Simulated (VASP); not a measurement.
Runs of VASP 6.6.1 on CuO. Symmetry: Cc, No. 9, monoclinic system. Conventional cell: a = 4.689 Å, b = 3.427 Å, c = 5.132 Å, α = 90.00°, β = 99.65°, γ = 90.00°. Cu (site symmetry 1) has 4 O at 1.91 to 2.02 Å within 2.5 Å. O (site symmetry 1) has 4 Cu at 1.91 to 2.02 Å within 2.5 Å. 

```csv
spin,fixed moment (μB),pressure (GPa),moment (μB),largest force (eV/Å)
"collinear, ferromagnetic start",0.6,6.5,0.60,0.80
"collinear, ferromagnetic start",0.3,(a),0.30,0.79
"collinear, zero start",0.0,6.3,0.00,0.78
"collinear, ferromagnetic start",0.9,(b),0.90,0.81
"collinear, ferromagnetic start",-,6.5,0.00,0.78
```

Alike in all rows: task single point; level PBE; potentials or basis VASP PAW PBE potentials, release 64 (Cu, O); cell as given; k mesh 7 × 7 × 4; cutoff (eV) 520; smearing fermi-dirac 0.03 eV.

**Question.** Fill in the values left out.

**Answer.** (a) 6.4; (b) 6.7.

Caveats: the total moment is fixed, so each spin has its own Fermi level (some runs).
